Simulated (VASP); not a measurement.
# Pd (I4/mmm) in VASP: notebook, part 2 of 2

VASP 6.6.1.

**3. Single point, LDA**

File INCAR:

```
SYSTEM = Pd
PREC = Accurate ; ENCUT = 520
EDIFF = 1E-7 ; ISMEAR = 0
SIGMA = 0.1 ; LREAL = .False.
LASPH = .True. ; NELM = 80
ALGO = Fast ; ISIF = 2
LWAVE = .False. ; LCHARG = .False.
GGA = CA ; NBANDS = 17
```

File KPOINTS:

```
regular mesh
0
Gamma
  9 9 18
  0 0 0
```

File POSCAR:

```
Pd
1.0
    3.9621891203      0.0000000000     -0.0000000001
    0.0000000000      3.9621891203      0.0000000000
   -1.9810945601      0.0000000000      1.8239554599
Pd
2
Direct
    0.0000000000      0.0000000000      0.0000000000
    0.5000000000      0.5000000000      0.0000000000
```

Potentials or basis: VASP PAW LDA potentials, release 64 (Pd).

Command:

```
> cat potpaw_LDA.64/Pd/POTCAR > POTCAR
> mpirun -np 1 vasp_std > vasp.out
```

OUTCAR:

```text
SYSTEM = Pd
   PREC = Accurate
   ENCUT = 520
   EDIFF = 1E-7
   ISMEAR = 0
   LREAL = .False.
   LASPH = .True.
   NELM = 80
   ISIF = 2
   GGA = CA

 ion  position               nearest neighbor table
   1  0.000  0.000  0.000-   2 2.69   2 2.69   2 2.69   2 2.69   2 2.80   2 2.80   2 2.80   2 2.80

   2  0.500  0.500  0.000-   1 2.69   1 2.69   1 2.69   1 2.69   1 2.80   1 2.80   1 2.80   1 2.80

  LATTYP: Found a base centered orthorhombic cell.
 ALAT       =     3.6479109197
 B/A-ratio  =     1.0861529263
 C/A-ratio  =     1.0861529263
[... 693 lines left out ...]

  FORCE on cell =-STRESS in cart. coord.  units (eV):
  Direction    XX          YY          ZZ          XY          YZ          ZX
  --------------------------------------------------------------------------------------
  -------------------------------------------------------------------------------------
  Total       -0.5689976     -0.5689944      0.0473276      0.0000000      0.0000000      0.0000000
  in kB      -31.8373103    -31.8371342      2.6481373      0.0000000      0.0000000      0.0000000
  external PRESSURE =     -20.3421024 kB  Pullay stress =       0.0000000 kB

 VOLUME and BASIS-vectors are now :
 -----------------------------------------------------------------------------
  energy-cutoff  :      520.00
  volume of cell :       28.63
      direct lattice vectors                 reciprocal lattice vectors
     3.962189120  0.000000000 -0.000000000     0.252385732  0.000000000  0.274129501
     0.000000000  3.962189120  0.000000000     0.000000000  0.252385732  0.000000000
    -1.981094560  0.000000000  1.823955460     0.000000000  0.000000000  0.548259002

 POSITION                                       TOTAL-FORCE (eV/Angst)
 -----------------------------------------------------------------------------------
      0.00000      0.00000      0.00000        -0.000000     -0.000000     -0.000000
      1.98109      1.98109     -0.00000         0.000000      0.000000      0.000000
 -----------------------------------------------------------------------------------
    total drift:                                0.000000      0.000000     -0.000000

  FREE ENERGIE OF THE ION-ELECTRON SYSTEM (eV)
  ---------------------------------------------------
  free  energy   TOTEN  =       -12.9847188712 eV

  energy  without entropy=      -12.9654216538  energy(sigma->0) =      -12.97507026
```

stdout:

```text
POSCAR found type information on POSCAR Pd
 POSCAR found :  1 types and       2 ions
 scaLAPACK will be used
 LDA part: xc-table for (Slater(with rela. corr.)+CA(PZ))
 , standard interpolation
 POSCAR, INCAR and KPOINTS ok, starting setup
 FFT: planning ... GRIDC
 FFT: planning ... GRID_SOFT
 FFT: planning ... GRID
 WAVECAR not read
 entering main loop
```

Run time: 64 s. Hardware: 1 thread of Intel Xeon Platinum 8559C (Emerald Rapids), shared host; peak memory 0.21 GiB.

What came out:

| Quantity | Value |
| --- | --- |
| Free energy | -12.9847 eV |
| Pressure | -2.0 GPa |
| Band gap on the k mesh | zero (band 10 reaches 10.65 eV, above the bottom of band 11 at 9.36 eV) |

Stress tensor (GPa, compression positive):
```
-3.18  0.00  0.00
 0.00 -3.18  0.00
 0.00  0.00  0.26
```

**4. Single point, LDA**

This run uses another cell than the first one, of 14.51 Å³/atom, 1.013 times its volume.

File INCAR:

```
SYSTEM = Pd
ALGO = Fast
EDIFF = 1E-6
ENCUT = 520
GGA = CA
ISIF = 2
ISMEAR = 0
LASPH = .TRUE.
LCHARG = .TRUE.
LELF = .TRUE.
LREAL = .FALSE.
LVHAR = .TRUE.
LWAVE = .FALSE.
NBANDS = 17
NELM = 60
PREC = Accurate
SIGMA = 0.1
```

File KPOINTS:

```
k-points
0
G
  9 9 18
  0 0 0
```

File POSCAR:

```
Pd
1.0
    3.9621891203      0.0000000000      0.0000000000
    0.0000000000      3.9621891203      0.0000000000
   -1.9810945601      0.0000000000      1.8481536049
Pd
2
Direct
    0.0000000000      0.0000000000      0.0000000000
    0.5000000000      0.5000000000      0.0000000000
```

Potentials or basis: VASP PAW LDA potentials, release 64 (Pd).

Command:

```
> cat potpaw_LDA.64/Pd/POTCAR > POTCAR
> mpirun -np 1 vasp_std > vasp.out
```

OUTCAR:

```text
SYSTEM = Pd
   EDIFF = 1E-6
   ENCUT = 520
   GGA = CA
   ISIF = 2
   ISMEAR = 0
   LASPH = .TRUE.
   LREAL = .FALSE.
   NELM = 60
   PREC = Accurate

 ion  position               nearest neighbor table
   1  0.000  0.000  0.000-   2 2.71   2 2.71   2 2.71   2 2.71   2 2.80   2 2.80   2 2.80   2 2.80

   2  0.500  0.500  0.000-   1 2.71   1 2.71   1 2.71   1 2.71   1 2.80   1 2.80   1 2.80   1 2.80

  LATTYP: Found a base centered orthorhombic cell.
 ALAT       =     3.6963072098
 B/A-ratio  =     1.0719317674
 C/A-ratio  =     1.0719317674

  Lattice vectors:

 A1 = (  -1.9810945601,   0.0000000000,   1.8481536049)
 A2 = (   1.9810945602,   0.0000000000,   1.8481536049)
 A3 = (   0.0000000000,   3.9621891203,   0.0000000000)

Analysis of symmetry for initial positions (statically):
=====================================================================
 Subroutine PRICEL returns following result:

  LATTYP: Found a body centered tetragonal cell.
 ALAT       =     2.8016907953
 C/A-ratio  =     1.3193130434

[... 184 lines left out ...]
  free energy    TOTEN  =       -12.98174076 eV

  energy without entropy =      -12.96148438  energy(sigma->0) =      -12.97161257

 E-fermi :   9.8717     XC(G=0): -13.6179

 val. band max:        9.8705798188   @ k =   0.1111   0.2222   0.3333
 cond. band min:       9.8744370633   @ k =   0.3333   0.3333   0.0556
 fundamental gap:      0.0038572445
 Fermi energy:         9.8716534587

 k-point     1 :       0.0000    0.0000    0.0000
  band No.  band energies     occupation
      1       2.5133      2.00000
      2       4.3095      2.00000
      3       4.6255      2.00000
      4       6.7426      2.00000
      5       6.7426      2.00000
      6       7.3817      2.00000
[... 457 lines left out ...]
      4       6.6913      2.00000
      5       7.3887      2.00000
      6       7.4434      2.00000
[... 9 lines left out ...]
     16      26.9626      0.00000
     17      29.6514      0.00000

 [... further k-points ...]

------------------------ aborting loop because EDIFF is reached ----------------------------------------

  FORCE on cell =-STRESS in cart. coord.  units (eV):
  Direction    XX          YY          ZZ          XY          YZ          ZX
  --------------------------------------------------------------------------------------
  -------------------------------------------------------------------------------------
  Total       -1.0565085     -1.0565332     -0.5144565      0.0000000      0.0000000     -0.0000000
  in kB      -58.3411695    -58.3425328    -28.4086630      0.0000000      0.0000000     -0.0000000
  external PRESSURE =     -48.3641217 kB  Pullay stress =       0.0000000 kB

 VOLUME and BASIS-vectors are now :
 -----------------------------------------------------------------------------
  energy-cutoff  :      520.00
  volume of cell :       29.01
      direct lattice vectors                 reciprocal lattice vectors
     3.962189120  0.000000000  0.000000000     0.252385732  0.000000000  0.270540283
     0.000000000  3.962189120  0.000000000     0.000000000  0.252385732  0.000000000
    -1.981094560  0.000000000  1.848153605     0.000000000  0.000000000  0.541080567

 POSITION                                       TOTAL-FORCE (eV/Angst)
 -----------------------------------------------------------------------------------
      0.00000      0.00000      0.00000        -0.000000     -0.000000      0.000000
      1.98109      1.98109      0.00000         0.000000      0.000000     -0.000000
 -----------------------------------------------------------------------------------
    total drift:                                0.000000      0.000000     -0.000000

  FREE ENERGIE OF THE ION-ELECTRON SYSTEM (eV)
  ---------------------------------------------------
  free  energy   TOTEN  =       -12.9817407570 eV

  energy  without entropy=      -12.9614843788  energy(sigma->0) =      -12.97161257
```

stdout:

```text
POSCAR found type information on POSCAR Pd
 POSCAR found :  1 types and       2 ions
 scaLAPACK will be used
 LDA part: xc-table for (Slater(with rela. corr.)+CA(PZ))
 , standard interpolation
 POSCAR, INCAR and KPOINTS ok, starting setup
 FFT: planning ... GRIDC
 FFT: planning ... GRID_SOFT
 FFT: planning ... GRID
 WAVECAR not read
 entering main loop
```

Wall time 61 s (1 thread of Intel Xeon Platinum 8559C (Emerald Rapids), shared host); peak memory 0.21 GiB.

What came out:

| Quantity | Value |
| --- | --- |
| Free energy | -12.9817 eV |
| Pressure | -4.8 GPa |
| Band gap on the k mesh | zero (band 10 reaches 10.38 eV, above the bottom of band 11 at 9.15 eV) |

Stress tensor (GPa, compression positive):
```
-5.83  0.00  0.00
 0.00 -5.83  0.00
 0.00  0.00 -2.84
```
